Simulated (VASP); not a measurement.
# InAs2 (Fm-3m) in VASP: a series of runs

The runs below take InAs2 through single point, relaxation of cell and atoms, with PBE.

Program: VASP 6.6.1. These are calculated values, not measurements. Logs are shortened: lines on timing, memory, paths and dates and some standing lists are left out, and cuts for length are marked.

### 1 The cell of the first run

Symmetry: Fm-3m, No. 225, cubic system. The conventional cell has a = 6.364 Å, b = 6.364 Å, c = 6.364 Å, α = 90.00°, β = 90.00°, γ = 90.00°. In (site symmetry m-3m) has 8 As at 2.76 Å within 3.6 Å. As (site symmetry -43m) has 4 In at 2.76 Å and 6 As at 3.18 Å within 3.6 Å.

### 2 Single point, PBE

File INCAR:

```
  PREC = Accurate
  ENCUT = 520
  EDIFF = 1E-7
  ISMEAR = 0
  SIGMA = 0.1
  LREAL = False
  LASPH = True
  NELM = 100
  ALGO = Normal
  ISIF = 2
  LWAVE = False
  LCHARG = True
  GGA = PE
  LELF = True
  LVHAR = True
  NBANDS = 18
```

File KPOINTS:

```
regular mesh
0
Gamma
  6 6 6
```

File POSCAR:

```
InAs2
1.0
    0.0000000000      3.1819285133      3.1819285133
    3.1819285133      0.0000000000      3.1819285133
    3.1819285133      3.1819285133      0.0000000000
In As
1 2
Direct
    0.0000000000      0.0000000000      0.0000000000
    0.2500000000      0.2500000000      0.2500000000
    0.7500000000      0.7500000000      0.7500000000
```

Potentials or basis: VASP PAW PBE potentials, release 64 (In_d, As).

Started as:

```sh
$ cat potpaw_PBE.64/In_d/POTCAR potpaw_PBE.64/As/POTCAR > POTCAR
$ mpirun -np 1 vasp_std > vasp.out
```

OUTCAR:

```text
PREC = Accurate
   ENCUT = 520
   EDIFF = 1E-7
   ISMEAR = 0
   LREAL = False
   LASPH = True
   NELM = 100
   ISIF = 2
   GGA = PE

 ion  position               nearest neighbor table
   1  0.000  0.000  0.000-   3 2.76   3 2.76   3 2.76   2 2.76   3 2.76   2 2.76   2 2.76   2 2.76

   2  0.250  0.250  0.250-   1 2.76   1 2.76   1 2.76   1 2.76
   3  0.750  0.750  0.750-   1 2.76   1 2.76   1 2.76   1 2.76

  LATTYP: Found a face centered cubic cell.
 ALAT       =     6.3638570266

  Lattice vectors:

 A1 = (   0.0000000000,   3.1819285133,   3.1819285133)
 A2 = (   3.1819285133,   0.0000000000,   3.1819285133)
 A3 = (   3.1819285133,   3.1819285133,   0.0000000000)

Analysis of symmetry for initial positions (statically):
=====================================================================
 Subroutine PRICEL returns:
 Original cell was already a primitive cell.

 Routine SETGRP: Setting up the symmetry group for a
 face centered cubic supercell.

 Subroutine GETGRP returns: Found 48 space group operations
 (whereof 48 operations were pure point group operations)
 out of a pool of 48 trial point group operations.

The static configuration has the point symmetry O_h .

Analysis of symmetry for dynamics (positions and initial velocities):
=====================================================================
 Subroutine PRICEL returns:
 Original cell was already a primitive cell.

 Routine SETGRP: Setting up the symmetry group for a
 face centered cubic supercell.

 Subroutine GETGRP returns: Found 48 space group operations
 (whereof 48 operations were pure point group operations)
 out of a pool of 48 trial point group operations.

The dynamic configuration has the point symmetry O_h .

 Subroutine INISYM returns: Found 48 space group operations
 (whereof 48 operations are pure point group operations),
 and found     1 'primitive' translations

----------------------------------------------------------------------------------------

                                     Primitive cell

  volume of cell :      64.4319

  direct lattice vectors                    reciprocal lattice vectors
     0.000000000  3.181928513  3.181928513    -0.157137408  0.157137408  0.157137408
     3.181928513  0.000000000  3.181928513     0.157137408 -0.157137408  0.157137408
     3.181928513  3.181928513  0.000000000     0.157137408  0.157137408 -0.157137408

  length of vectors
     4.499926458  4.499926458  4.499926458     0.272169975  0.272169975  0.272169975

  position of ions in fractional coordinates (direct lattice)
     0.000000000  0.000000000  0.000000000
     0.250000000  0.250000000  0.250000000
     0.750000000  0.750000000  0.750000000

  ion indices of the primitive-cell ions
   primitive index   ion index
                 1           1
                 2           2
                 3           3

----------------------------------------------------------------------------------------

 KPOINTS: regular mesh

Automatic generation of k-mesh.
 Grid dimensions read from file:
 generate k-points for:    6    6    6

 Generating k-lattice:

  Cartesian coordinates                     Fractional coordinates (reciprocal lattice)
    -0.026189568  0.026189568  0.026189568     0.166666667  0.000000000  0.000000000
     0.026189568 -0.026189568  0.026189568     0.000000000  0.166666667  0.000000000
     0.026189568  0.026189568 -0.026189568     0.000000000  0.000000000  0.166666667

  Length of vectors
     0.045361662  0.045361662  0.045361662

  Shift w.r.t. Gamma in fractional coordinates (k-lattice)
     0.000000000  0.000000000  0.000000000

 Subroutine IBZKPT returns following result:
 ===========================================

 Found     16 irreducible k-points:

 Following reciprocal coordinates:
            Coordinates               Weight
  0.000000  0.000000  0.000000      1.000000
  0.166667  0.000000  0.000000      8.000000
  0.333333  0.000000  0.000000      8.000000
  0.500000  0.000000  0.000000      4.000000
  0.166667  0.166667  0.000000      6.000000
  0.333333  0.166667  0.000000     24.000000
[... 8 lines left out ...]
 -0.333333  0.333333  0.166667     24.000000
 -0.333333  0.500000  0.166667     12.000000
   k-points           NKPTS =     16   k-points in BZ     NKDIM =     16   number of bands    NBANDS=     18
   number of dos      NEDOS =    301   number of ions     NIONS =      3
   total plane-waves  NPLWV =  46656
   dimension x,y,z NGX =    36 NGY =   36 NGZ =   36
   dimension x,y,z NGXF=    72 NGYF=   72 NGZF=   72
   ions per type =               1   2
   NGX,Y,Z   is equivalent  to a cutoff of  13.30, 13.30, 13.30 a.u.
   NGXF,Y,Z  is equivalent  to a cutoff of  26.60, 26.60, 26.60 a.u.
 SYSTEM =  unknown system
   PREC   = accura    normal or accurate (medium, high low for compatibility)
   ISTART =      0    job   : 0-new  1-cont  2-samecut
   ICHARG =      2    charge: 1-file 2-atom 10-const
   ISPIN  =      1    spin polarized calculation?
   LNONCOLLINEAR =      F non collinear calculations
   LSORBIT =      F    spin-orbit coupling
   LASPH  =      T    aspherical Exc in radial PAW
   ENCUT  =  520.0 eV  38.22 Ry    6.18 a.u.   8.37  8.37  8.37*2*pi/ulx,y,z
   NELM   =    100;   NELMIN=  2; NELMDL= -5     # of ELM steps
   EDIFF  = 0.1E-06   stopping-criterion for ELM
   LREAL  =      F    real-space projection
   EDIFFG = 0.1E-05   stopping-criterion for IOM
   NSW    =      0    number of steps for IOM
   IBRION =     -1    ionic relax: 0-MD 1-quasi-New 2-CG
   NFREE  =      0    steps in history (QN), initial steepest desc. (CG)
   ISIF   =      2    stress and relaxation
   ISYM   =      2    0-nonsym 1-usesym 2-fastsym
   POTIM  = 0.5000    time-step for ionic-motion
   TEBEG  =    0.0;   TEEND  =   0.0 temperature during run
   PSTRESS=    0.0 pullay stress
   NELECT =      23.0000    total number of electrons
   NUPDOWN=      -1.0000    fix difference up-down
   EMIN   =  10.00;   EMAX   =-10.00  energy-range for DOS
   EFERMI =   0.00;   METHOD = LEGACY
   ISMEAR =     0;   SIGMA  =   0.10  broadening in eV -4-tet -1-fermi 0-gaus
   EFERMI_NEDOS =   21; number of points for ismear=-14 and -15
   IALGO  =     38    algorithm
   IMIX   =      4    mixing-type and parameters
     AMIX     =   0.40;   BMIX     =  1.00
     AMIX_MAG =   1.60;   BMIX_MAG =  1.00
  volume/ion in A,a.u.               =      21.48       144.94
  Fermi-wavevector in a.u.,A,eV,Ry     =   1.161316  2.194569 18.349559  1.348655
  Thomas-Fermi vector in A             =   2.297889
   LORBIT       =      0    0 simple, 1 ext, 2 COOP (PROOUT), +10 PAW based schemes
   GGA     = PE    functional components
   LHFCALC =     F    Hartree Fock is set to
   AEXX    =    0.0000 exact exchange contribution
   IVDW    =     0    specifies the selected vdW correction
   LEPSILON=     F    determine dielectric tensor
   LRPA    =     F    only Hartree local field effects (RPA)
 non-spin polarized calculation
 Gauss-broadening in eV      SIGMA  =   0.10
  energy-cutoff  :      520.00
  volume of cell :       64.43
 maximum number of plane-waves:      1807
 NGX is ok and might be reduce to    36
   NGX = 17   NGY = 17   NGZ = 17

 number of electron      23.0000007 magnetization

 Free energy of the ion-electron system (eV)
  ---------------------------------------------------
  ext. energy  EPLUGINS =         0.00000000
  ---------------------------------------------------
  free energy    TOTEN  =       -10.55937463 eV

  energy without entropy =      -10.55333575  energy(sigma->0) =      -10.55635519

 E-fermi :   7.0526     XC(G=0): -10.3064

 val. band max:        6.8454361032   @ k =   0.3333   0.3333   0.0000
 cond. band min:       7.1118599776   @ k =   0.5000   0.1667   0.0000
 fundamental gap:      0.2664238745
 Fermi energy:         7.0525857053

 k-point     1 :       0.0000    0.0000    0.0000
  band No.  band energies     occupation
      1      -8.1857      2.00000
      2      -8.1857      2.00000
      3      -8.1857      2.00000
      4      -8.0305      2.00000
      5      -8.0305      2.00000
      6      -7.1034      2.00000
[... 10 lines left out ...]
     17       9.3958      0.00000
     18      12.8175      0.00000

 k-point     2 :       0.1667    0.0000    0.0000
  band No.  band energies     occupation
      1      -8.2165      2.00000
      2      -8.1753      2.00000
      3      -8.1753      2.00000
      4      -8.0309      2.00000
      5      -8.0309      2.00000
      6      -6.8298      2.00000
[... 10 lines left out ...]
     17      10.2745      0.00000
     18      13.8897      0.00000

 k-point     3 :       0.3333    0.0000    0.0000
  band No.  band energies     occupation
      1      -8.2922      2.00000
      2      -8.1572      2.00000
      3      -8.1572      2.00000
      4      -8.0289      2.00000
      5      -8.0289      2.00000
      6      -5.9937      2.00000
[... 10 lines left out ...]
     17      13.6097      0.00000
     18      15.7343      0.00000

 k-point     4 :       0.5000    0.0000    0.0000
  band No.  band energies     occupation
      1      -8.3331      2.00000
      2      -8.1498      2.00000
      3      -8.1498      2.00000
      4      -8.0261      2.00000
      5      -8.0261      2.00000
      6      -4.6756      2.00000
[... 207 lines left out ...]
      4      -8.0467      2.00000
      5      -8.0227      2.00000
      6      -5.3808      2.00000
[... 10 lines left out ...]
     17      13.8637      0.00000
     18      14.2797      0.00000

 k-point    15 :      -0.3333    0.3333    0.1667
  band No.  band energies     occupation
      1      -8.2723      2.00000
      2      -8.2293      2.00000
      3      -8.1174      2.00000
      4      -8.0454      2.00000
      5      -8.0255      2.00000
      6      -4.2783      2.00000
[... 10 lines left out ...]
     17      14.1885      0.00000
     18      14.9780      0.00000

 k-point    16 :      -0.3333    0.5000    0.1667
  band No.  band energies     occupation
      1      -8.3156      2.00000
      2      -8.1860      2.00000
      3      -8.1047      2.00000
      4      -8.0547      2.00000
      5      -8.0200      2.00000
      6      -4.5812      2.00000
[... 10 lines left out ...]
     17      14.2924      0.00000
     18      16.4748      0.00000

------------------------ aborting loop because EDIFF is reached ----------------------------------------

  FORCE on cell =-STRESS in cart. coord.  units (eV):
  Direction    XX          YY          ZZ          XY          YZ          ZX
  --------------------------------------------------------------------------------------
  -------------------------------------------------------------------------------------
  Total        5.2166147      5.2166147      5.2166147     -0.0000000     -0.0000000      0.0000000
  in kB      129.7173580    129.7173580    129.7173580     -0.0000000     -0.0000000      0.0000000
  external PRESSURE =     129.7173580 kB  Pullay stress =       0.0000000 kB

 VOLUME and BASIS-vectors are now :
 -----------------------------------------------------------------------------
  energy-cutoff  :      520.00
  volume of cell :       64.43
      direct lattice vectors                 reciprocal lattice vectors
     0.000000000  3.181928513  3.181928513    -0.157137408  0.157137408  0.157137408
     3.181928513  0.000000000  3.181928513     0.157137408 -0.157137408  0.157137408
     3.181928513  3.181928513  0.000000000     0.157137408  0.157137408 -0.157137408

 POSITION                                       TOTAL-FORCE (eV/Angst)
 -----------------------------------------------------------------------------------
      0.00000      0.00000      0.00000         0.000000      0.000000      0.000000
      1.59096      1.59096      1.59096         0.000000      0.000000      0.000000
      4.77289      4.77289      4.77289        -0.000000     -0.000000     -0.000000
 -----------------------------------------------------------------------------------
    total drift:                               -0.000000      0.000000      0.000000

  FREE ENERGIE OF THE ION-ELECTRON SYSTEM (eV)
  ---------------------------------------------------
  free  energy   TOTEN  =       -10.5593746318 eV

  energy  without entropy=      -10.5533357543  energy(sigma->0) =      -10.55635519
```

It took 12 s on 1 thread of Intel Xeon 6975P-C (Granite Rapids), shared host; peak memory 0.19 GiB.

What came out:

- Free energy: -10.5594 eV
- Pressure: 13.0 GPa
- Band gap on the k mesh: zero (an odd number of electrons rules out a gap without spin polarisation)

Caveat: the cell stands under pressure; spin-orbit coupling is left out, which moves the levels of the heavy elements; an odd number of electrons without spin polarisation forces a metal; a magnetic or distorted state may lie lower.

### 3 Single point, PBE

This run uses another cell than the first one, of 24.95 Å³/atom.

File INCAR:

```
PREC = Accurate
ENCUT = 520
EDIFF = 1E-6
ISMEAR = 0
SIGMA = 0.1
LREAL = F
LASPH = T
NELM = 60
ALGO = Normal
ISIF = 2
LWAVE = F
LCHARG = F
GGA = PE
NBANDS = 18
```

File KPOINTS:

```
Automatic mesh
0
Gamma
  6 6 6
```

File POSCAR:

```
InAs2
1.0
    0.0000000000      3.3449415690      3.3449415690
    3.3449415690      0.0000000000      3.3449415690
    3.3449415690      3.3449415690      0.0000000000
In As
1 2
Direct
    0.0000000000      0.0000000000      0.0000000000
    0.2500000000      0.2500000000      0.2500000000
    0.7500000000      0.7500000000      0.7500000000
```

Potentials or basis: VASP PAW PBE potentials, release 64 (In_d, As).

Started as:

```sh
$ cat potpaw_PBE.64/In_d/POTCAR potpaw_PBE.64/As/POTCAR > POTCAR
$ mpirun -np 1 vasp_std > vasp.out
```

Wall time 10 s (1 thread of Intel Xeon 6975P-C (Granite Rapids), shared host); peak memory 0.2 GiB.

Results (log left out):

| Item | Value |
| --- | --- |
| Free energy | -10.9369 eV |
| Pressure | 0.2 GPa |
| Band gap on the k mesh | zero (an odd number of electrons rules out a gap without spin polarisation) |

Levels at points of the mesh, in eV from the Fermi level:
```tsv
k point	band 9	band 10	band 11	band 12	band 13	band 14
(0.00, 0.00, 0.00)	-2.22	-2.22	-0.92	-0.47	-0.47	-0.47
(0.50, 0.00, 0.00)	-2.65	-2.65	-2.14	-1.41	-1.41	3.16
(0.50, 0.50, 0.00)	-4.40	-4.40	-0.34	1.63	1.63	2.25
```

Caveat: spin-orbit coupling is left out, which moves the levels of the heavy elements; an odd number of electrons without spin polarisation forces a metal; a magnetic or distorted state may lie lower.

### 4 Relaxation of cell and atoms, PBE

File INCAR:

```
SYSTEM = InAs2
PREC = Accurate ; ENCUT = 600
EDIFF = 1E-6 ; ISMEAR = 0
SIGMA = 0.1 ; LREAL = .FALSE.
LASPH = .TRUE. ; NELM = 80
ALGO = Normal ; ISIF = 3
LWAVE = .FALSE. ; LCHARG = .FALSE.
GGA = PE ; IBRION = 2
NSW = 90 ; EDIFFG = -0.04
```

File KPOINTS:

```
Automatic mesh
0
G
  6 6 6
  0 0 0
```

File POSCAR:

```
InAs2
1.0
    0.0000000000      3.1819285133      3.1819285133
    3.1819285133      0.0000000000      3.1819285133
    3.1819285133      3.1819285133      0.0000000000
In As
1 2
Direct
    0.0000000000      0.0000000000      0.0000000000
    0.2500000000      0.2500000000      0.2500000000
    0.7500000000      0.7500000000      0.7500000000
```

Started as:

```sh
$ cat potpaw_PBE.64/In_d/POTCAR potpaw_PBE.64/As/POTCAR > POTCAR
$ mpirun -np 1 vasp_std > vasp.out
```

Run time: 27 s. Hardware: 1 thread of Intel Xeon 6975P-C (Granite Rapids), shared host; peak memory 0.21 GiB.

Results (log left out):

| Property | Result |
| --- | --- |
| Free energy | -10.9358 eV |
| Relaxed volume | 25.02 Å³/atom |
| Relaxed cell | a = 4.735 Å, b = 4.735 Å, c = 4.735 Å, α = 60.00°, β = 60.00°, γ = 60.00° |
| Space group after relaxing (to 0.1 Å) | Fm-3m (No. 225) |
| Energy gained by relaxing | 125.4 meV/atom |
| Ionic steps | 3 |
| Pressure after relaxing | 0.0 GPa |
| Band gap on the k mesh | zero (an odd number of electrons rules out a gap without spin polarisation) |

Step by step:
```tsv
step	energy change (eV)	largest force (eV/Å)	pressure (GPa)	volume (Å³)
1	0.0000	0.0000	12.98	64.43
2	-0.2725	0.0000	-4.38	82.05
3	-0.3763	0.0000	0.01	75.07
```

Final structure:
```yaml
crystal:
  lattice:
    - [0.00000, 3.34823, 3.34823]
    - [3.34823, 0.00000, 3.34823]
    - [3.34823, 3.34823, 0.00000]
  atoms:
    - { symbol: In, position: [0.00000, 0.00000, 0.00000] }
    - { symbol: As, position: [0.25000, 0.25000, 0.25000] }
    - { symbol: As, position: [0.75000, 0.75000, 0.75000] }
```

Levels at points of the mesh, in eV from the Fermi level:
```tsv
k point	band 8	band 9	band 10	band 11	band 12	band 13	band 14	band 15
(0.00, 0.00, 0.00)	-2.22	-2.22	-2.22	-0.94	-0.47	-0.47	-0.47	2.52
(0.50, 0.00, 0.00)	-4.78	-2.64	-2.64	-2.14	-1.40	-1.40	3.14	5.28
(0.50, 0.50, 0.00)	-7.12	-4.39	-4.39	-0.33	1.62	1.62	2.24	4.49
```

Caveat: the volume moved by over 15 % at a fixed basis, so the end points are rough; spin-orbit coupling is left out, which moves the levels of the heavy elements; an odd number of electrons without spin polarisation forces a metal; a magnetic or distorted state may lie lower.

### 5 Overview

```csv
task,cell,cutoff (eV),gap on the mesh (eV),pressure (GPa)
single point,"a = 4.500 Å, angles 60.0°, 3 atoms",520,none,13.0
single point,"a = 4.730 Å, angles 60.0°, 3 atoms",520,none,0.2
relaxation of cell and atoms,"relaxed from a = 4.500 Å, angles 60.0°, 3 atoms",600,none,0.0
```

Alike in all rows: level PBE; potentials or basis VASP PAW PBE potentials, release 64 (In_d, As); no spin polarisation; k mesh 6 × 6 × 6; smearing gaussian 0.1 eV.

Caveats: spin-orbit coupling is left out, which moves the levels of the heavy elements; an odd number of electrons without spin polarisation forces a metal; a magnetic or distorted state may lie lower; the cell stands under pressure (at least some runs); the volume moved by over 15 % at a fixed basis, so the end points are rough (at least some runs).

Total energies depend on the potentials used, so only differences within one code and one set of settings carry meaning.

The gap in the log of VASP goes by the Fermi energy; the results here count the filled bands.